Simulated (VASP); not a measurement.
# TiAl3 (Pm-3m) in VASP: notebook

The runs below take TiAl3 through single point, with PBEsol.

All numbers are computed with VASP 6.6.1; they aren't measurements. Logs are shortened: lines on timing, memory, paths and dates and some standing lists are left out, and cuts for length are marked.

## 1. The cell of the first run

It takes space group Pm-3m (No. 221, cubic). Conventional cell: a = 3.956 Å, b = 3.956 Å, c = 3.956 Å, α = 90.00°, β = 90.00°, γ = 90.00°. Ti (site symmetry m-3m) has 12 Al at 2.80 Å within 3.7 Å. Al (site symmetry 4/mmm) has 4 Ti at 2.80 Å and 8 Al at 2.80 Å within 3.7 Å.

## 2. Single point, PBEsol

INCAR

```
SYSTEM = TiAl3
PREC = Accurate
ENCUT = 520
EDIFF = 1E-6
ISMEAR = 0
SIGMA = 0.1
LREAL = .False.
LASPH = .True.
NELM = 60
ALGO = Fast
ISIF = 2
LWAVE = .False.
LCHARG = .False.
GGA = PS
NBANDS = 18
```

KPOINTS

```
regular mesh
0
Gamma
  4 4 4
  0 0 0
```

POSCAR

```
TiAl3
1.0
    3.9556712500      0.0000000000      0.0000000000
    0.0000000000      3.9556712500      0.0000000000
    0.0000000000      0.0000000000      3.9556712500
Ti Al
1 3
Direct
    0.0000000000      0.0000000000      0.0000000000
    0.5000000000      0.5000000000      0.0000000000
    0.5000000000      0.0000000000      0.5000000000
    0.0000000000      0.5000000000      0.5000000000
```

Potentials or basis: VASP PAW PBE potentials, release 64 (Ti_sv, Al).

Command:

```
cat potpaw_PBE.64/Ti_sv/POTCAR potpaw_PBE.64/Al/POTCAR > POTCAR
mpirun -np 1 vasp_std > vasp.out
```

OUTCAR:

```text
SYSTEM = TiAl3
   PREC = Accurate
   ENCUT = 520
   EDIFF = 1E-6
   ISMEAR = 0
   LREAL = .False.
   LASPH = .True.
   NELM = 60
   ISIF = 2
   GGA = PS

 ion  position               nearest neighbor table
   1  0.000  0.000  0.000-   2 2.80   3 2.80   4 2.80   3 2.80   4 2.80   2 2.80   4 2.80   4 2.80
                             2 2.80   3 2.80   3 2.80   2 2.80
   2  0.500  0.500  0.000-   1 2.80   3 2.80   4 2.80   3 2.80   4 2.80   1 2.80   3 2.80   3 2.80
                             1 2.80   4 2.80   4 2.80   1 2.80
   3  0.500  0.000  0.500-   1 2.80   2 2.80   4 2.80   1 2.80   2 2.80   2 2.80   4 2.80   2 2.80
                             1 2.80   4 2.80   1 2.80   4 2.80
   4  0.000  0.500  0.500-   1 2.80   2 2.80   3 2.80   1 2.80   2 2.80   1 2.80   3 2.80   1 2.80
                             2 2.80   3 2.80   2 2.80   3 2.80

  LATTYP: Found a simple cubic cell.
 ALAT       =     3.9556712500

  Lattice vectors:

 A1 = (   3.9556712500,   0.0000000000,   0.0000000000)
 A2 = (   0.0000000000,   3.9556712500,   0.0000000000)
 A3 = (   0.0000000000,   0.0000000000,   3.9556712500)

Analysis of symmetry for initial positions (statically):
=====================================================================
 Subroutine PRICEL returns:
 Original cell was already a primitive cell.

 Routine SETGRP: Setting up the symmetry group for a
 simple cubic supercell.

 Subroutine GETGRP returns: Found 48 space group operations
 (whereof 48 operations were pure point group operations)
 out of a pool of 48 trial point group operations.

The static configuration has the point symmetry O_h .

Analysis of symmetry for dynamics (positions and initial velocities):
=====================================================================
 Subroutine PRICEL returns:
 Original cell was already a primitive cell.

 Routine SETGRP: Setting up the symmetry group for a
 simple cubic supercell.

 Subroutine GETGRP returns: Found 48 space group operations
 (whereof 48 operations were pure point group operations)
 out of a pool of 48 trial point group operations.

The dynamic configuration has the point symmetry O_h .

 Subroutine INISYM returns: Found 48 space group operations
 (whereof 48 operations are pure point group operations),
 and found     1 'primitive' translations

----------------------------------------------------------------------------------------

[... 82 lines left out ...]
   LREAL  =      F    real-space projection
   EDIFFG = 0.1E-04   stopping-criterion for IOM
   NSW    =      0    number of steps for IOM
   IBRION =     -1    ionic relax: 0-MD 1-quasi-New 2-CG
   NFREE  =      0    steps in history (QN), initial steepest desc. (CG)
   ISIF   =      2    stress and relaxation
   ISYM   =      2    0-nonsym 1-usesym 2-fastsym
   POTIM  = 0.5000    time-step for ionic-motion
   TEBEG  =    0.0;   TEEND  =   0.0 temperature during run
   PSTRESS=    0.0 pullay stress
   NELECT =      21.0000    total number of electrons
   NUPDOWN=      -1.0000    fix difference up-down
   EMIN   =  10.00;   EMAX   =-10.00  energy-range for DOS
   EFERMI =   0.00;   METHOD = LEGACY
   ISMEAR =     0;   SIGMA  =   0.10  broadening in eV -4-tet -1-fermi 0-gaus
   EFERMI_NEDOS =   21; number of points for ismear=-14 and -15
   IALGO  =     68    algorithm
   IMIX   =      4    mixing-type and parameters
     AMIX     =   0.40;   BMIX     =  1.00
     AMIX_MAG =   1.60;   BMIX_MAG =  1.00
  volume/ion in A,a.u.               =      15.47       104.42
  Fermi-wavevector in a.u.,A,eV,Ry     =   1.141811  2.157711 17.738371  1.303733
  Thomas-Fermi vector in A             =   2.278511
   LORBIT       =      0    0 simple, 1 ext, 2 COOP (PROOUT), +10 PAW based schemes
   GGA     = PS    functional components
   LHFCALC =     F    Hartree Fock is set to
   AEXX    =    0.0000 exact exchange contribution
   IVDW    =     0    specifies the selected vdW correction
   LEPSILON=     F    determine dielectric tensor
   LRPA    =     F    only Hartree local field effects (RPA)
 non-spin polarized calculation
 RMM-DIIS sequential band-by-band and
 Gauss-broadening in eV      SIGMA  =   0.10
  energy-cutoff  :      520.00
  volume of cell :       61.90
 maximum number of plane-waves:      1743
 NGX is ok and might be reduce to    30
   NGX = 15   NGY = 15   NGZ = 15

 number of electron      20.9999997 magnetization

 Free energy of the ion-electron system (eV)
  ---------------------------------------------------
  ext. energy  EPLUGINS =         0.00000000
  ---------------------------------------------------
  free energy    TOTEN  =       -22.15944459 eV

  energy without entropy =      -22.14819604  energy(sigma->0) =      -22.15382032

 E-fermi :   9.2098     XC(G=0): -10.9147

 val. band max:        9.1961790821   @ k =   0.0000   0.0000   0.0000
 cond. band min:       9.2160613674   @ k =   0.5000   0.5000   0.5000
 fundamental gap:      0.0198822852
 Fermi energy:         9.2097588572

 k-point     1 :       0.0000    0.0000    0.0000
  band No.  band energies     occupation
      1     -47.6774      2.00000
      2     -24.0825      2.00000
      3     -24.0825      2.00000
      4     -24.0825      2.00000
      5      -1.7787      2.00000
      6       5.9351      2.00000
[... 187 lines left out ...]
      5       3.8868      2.00000
      6       3.8868      2.00000
[... 10 lines left out ...]
     17      11.8403      0.00000
     18      20.6669      0.00000

------------------------ aborting loop because EDIFF is reached ----------------------------------------

  FORCE on cell =-STRESS in cart. coord.  units (eV):
  Direction    XX          YY          ZZ          XY          YZ          ZX
  --------------------------------------------------------------------------------------
  -------------------------------------------------------------------------------------
  Total       -0.1638694     -0.1638694     -0.1638694      0.0000000      0.0000000     -0.0000000
  in kB       -4.2417770     -4.2417770     -4.2417770      0.0000000      0.0000000     -0.0000000
  external PRESSURE =      -4.2417770 kB  Pullay stress =       0.0000000 kB

 VOLUME and BASIS-vectors are now :
 -----------------------------------------------------------------------------
  energy-cutoff  :      520.00
  volume of cell :       61.90
      direct lattice vectors                 reciprocal lattice vectors
     3.955671250  0.000000000  0.000000000     0.252801595  0.000000000  0.000000000
     0.000000000  3.955671250  0.000000000     0.000000000  0.252801595  0.000000000
     0.000000000  0.000000000  3.955671250     0.000000000  0.000000000  0.252801595

 POSITION                                       TOTAL-FORCE (eV/Angst)
 -----------------------------------------------------------------------------------
      0.00000      0.00000      0.00000         0.000000      0.000000      0.000000
      1.97784      1.97784      0.00000         0.000000      0.000000      0.000000
      1.97784      0.00000      1.97784         0.000000      0.000000      0.000000
      0.00000      1.97784      1.97784         0.000000      0.000000      0.000000
 -----------------------------------------------------------------------------------
    total drift:                                0.000000     -0.000000      0.000000

  FREE ENERGIE OF THE ION-ELECTRON SYSTEM (eV)
  ---------------------------------------------------
  free  energy   TOTEN  =       -22.1594445921 eV

  energy  without entropy=      -22.1481960430  energy(sigma->0) =      -22.15382032
```

stdout:

```text
POSCAR found type information on POSCAR TiAl
 POSCAR found :  2 types and       4 ions
 scaLAPACK will be used
 -----------------------------------------------------------------------------
|                                                                             |
|                                                                             |
|     You enforced a specific xc type in the INCAR file but a different       |
|     I HOPE YOU KNOW WHAT YOU ARE DOING!                                     |
|                                                                             |
 -----------------------------------------------------------------------------

 LDA part: xc-table for (Slater+PW92), standard interpolation
 POSCAR, INCAR and KPOINTS ok, starting setup
 FFT: planning ... GRIDC
 FFT: planning ... GRID_SOFT
 FFT: planning ... GRID
 WAVECAR not read
 entering main loop
```

Wall time 21 s (1 thread of Intel Xeon Platinum 8375C at 2.90GHz (Ice Lake), shared host); peak memory 0.16 GiB.

What came out:

```yaml
Free_energy: -22.1594 eV
Pressure: -0.4 GPa
```

Levels at points of the mesh, in eV from the Fermi level:
| k point | band 7 | band 8 | band 9 | band 10 | band 11 | band 12 | band 13 | band 14 |
| --- | --- | --- | --- | --- | --- | --- | --- | --- |
| (0.00, 0.00, 0.00) | -3.27 | -2.33 | -2.33 | -2.33 | -0.01 | -0.01 | -0.01 | 0.52 |
| (0.50, 0.00, 0.00) | -2.43 | -2.43 | -2.37 | 0.23 | 0.57 | 0.57 | 0.77 | 0.84 |
| (0.50, 0.50, 0.00) | -6.30 | -5.22 | -1.43 | -1.43 | 0.46 | 0.70 | 0.93 | 0.97 |
| (0.50, 0.50, 0.50) | -5.32 | -5.16 | -3.67 | -3.67 | -3.67 | 0.01 | 1.03 | 1.03 |

Caveat: the k points lie up to 0.40 Å⁻¹ apart; the PAW data sets were made with another functional, which shifts forces and pressure a little.

## 3. Single point, PBEsol (volume scaled by 0.88)

INCAR

```
PREC = Accurate
ENCUT = 520
EDIFF = 1E-6
ISMEAR = 0
SIGMA = 0.1
LREAL = False
LASPH = True
NELM = 100
ALGO = Fast
ISIF = 2
LWAVE = False
LCHARG = False
GGA = PS
NBANDS = 18
```

KPOINTS

```
regular mesh
0
Gamma
  10 10 10
```

POSCAR

```
TiAl3
1.0
    3.7836355454      0.0000000000      0.0000000000
    0.0000000000      3.7836355454      0.0000000000
    0.0000000000      0.0000000000      3.7836355454
Ti Al
1 3
Direct
    0.0000000000      0.0000000000      0.0000000000
    0.5000000000      0.5000000000      0.0000000000
    0.5000000000      0.0000000000      0.5000000000
    0.0000000000      0.5000000000      0.5000000000
```

Potentials or basis: VASP PAW PBE potentials, release 64 (Ti_sv, Al).

Command:

```
cat potpaw_PBE.64/Ti_sv/POTCAR potpaw_PBE.64/Al/POTCAR > POTCAR
mpirun -np 1 vasp_std > vasp.out
```

OUTCAR:

```text
PREC = Accurate
   ENCUT = 520
   EDIFF = 1E-6
   ISMEAR = 0
   LREAL = False
   LASPH = True
   NELM = 100
   ISIF = 2
   GGA = PS

 ion  position               nearest neighbor table
   1  0.000  0.000  0.000-   2 2.68   3 2.68   4 2.68   3 2.68   4 2.68   2 2.68   4 2.68   4 2.68
                             2 2.68   3 2.68   3 2.68   2 2.68
   2  0.500  0.500  0.000-   1 2.68   3 2.68   4 2.68   3 2.68   4 2.68   1 2.68   3 2.68   3 2.68
                             1 2.68   4 2.68   4 2.68   1 2.68
   3  0.500  0.000  0.500-   1 2.68   2 2.68   4 2.68   1 2.68   2 2.68   2 2.68   4 2.68   2 2.68
[... 710 lines left out ...]
  -------------------------------------------------------------------------------------
  Total        6.2740869      6.2740869      6.2740869      0.0000000      0.0000000     -0.0000000
  in kB      185.5808753    185.5808753    185.5808753      0.0000000      0.0000000     -0.0000000
  external PRESSURE =     185.5808753 kB  Pullay stress =       0.0000000 kB

 VOLUME and BASIS-vectors are now :
 -----------------------------------------------------------------------------
  energy-cutoff  :      520.00
  volume of cell :       54.17
      direct lattice vectors                 reciprocal lattice vectors
     3.783635545  0.000000000  0.000000000     0.264296069  0.000000000  0.000000000
     0.000000000  3.783635545  0.000000000     0.000000000  0.264296069  0.000000000
     0.000000000  0.000000000  3.783635545     0.000000000  0.000000000  0.264296069

 POSITION                                       TOTAL-FORCE (eV/Angst)
 -----------------------------------------------------------------------------------
      0.00000      0.00000      0.00000         0.000000      0.000000      0.000000
      1.89182      1.89182      0.00000         0.000000      0.000000      0.000000
      1.89182      0.00000      1.89182         0.000000      0.000000      0.000000
      0.00000      1.89182      1.89182         0.000000      0.000000      0.000000
 -----------------------------------------------------------------------------------
    total drift:                               -0.000000     -0.000000     -0.000000

  FREE ENERGIE OF THE ION-ELECTRON SYSTEM (eV)
  ---------------------------------------------------
  free  energy   TOTEN  =       -21.7370546819 eV

  energy  without entropy=      -21.7277022141  energy(sigma->0) =      -21.73237845
```

It took 38 s on 1 thread of Intel Xeon 6975P-C (Granite Rapids), shared host; peak memory 0.18 GiB.

What came out:

| Item | Value |
| --- | --- |
| Free energy | -21.7371 eV |
| Pressure | 18.6 GPa |

Caveat: the PAW data sets were made with another functional, which shifts forces and pressure a little.
